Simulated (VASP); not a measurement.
Wanted: the native input for a VASP 6.6.1 run.

| Item | Value |
| --- | --- |
| Task | relaxation of the atoms |
| Functional | LDA |
| Potentials or basis | VASP PAW LDA potentials, release 64 (Ga_d, N) |
| Cutoff | 520 eV |
| k mesh | 6 × 6 × 4 |
| Occupations | gaussian, width 0.01 eV |
| Spin | no spin polarisation |
| Dipole correction | no |
| Further INCAR settings | ALGO = Normal; EDIFF = 1e-07; IBRION = 2; EDIFFG = -0.002; NSW = 100 |

The structure of GaN lies in POSCAR:

```
GaN
1.0
    3.1830220972      0.0000000000      0.0000000000
   -1.5915110486      2.7565779970      0.0000000000
    0.0000000000      0.0000000000      5.1892768306
Ga N
2 2
Direct
    0.3333333333      0.6666666667     -0.0007038784
    0.6666666667      0.3333333333      0.4992961216
    0.3333333333      0.6666666667      0.3757038784
    0.6666666667      0.3333333333      0.8757038784
```

One way to write it, as run:

INCAR

```
SYSTEM = GaN
PREC = Accurate
ENCUT = 520
EDIFF = 1E-7
ISMEAR = 0
SIGMA = 0.01
LREAL = .False.
LASPH = .True.
NELM = 100
ALGO = Normal
ISIF = 2
LWAVE = .False.
LCHARG = .False.
GGA = CA
IBRION = 2
NSW = 100
EDIFFG = -0.002
```

KPOINTS

```
Automatic mesh
0
Gamma
  6 6 4
  0 0 0
```

Potentials or basis: VASP PAW LDA potentials, release 64 (Ga_d, N).

The run is started by

```bash
$ cat potpaw_LDA.64/Ga_d/POTCAR potpaw_LDA.64/N/POTCAR > POTCAR
$ mpirun -np 1 vasp_std > vasp.out
```

It gave:

- Energy gained by relaxing: 0.0 meV/atom
- Ionic steps: 2
- Pressure after relaxing: -4.6 GPa
- Band gap on the k mesh: 1.95 eV

It took 44 s on 1 thread of Intel(R) Xeon(R) Platinum 8259CL CPU @ 2.50GHz (Skylake/Cascade Lake) (shared host), peak memory 0.15 GiB.
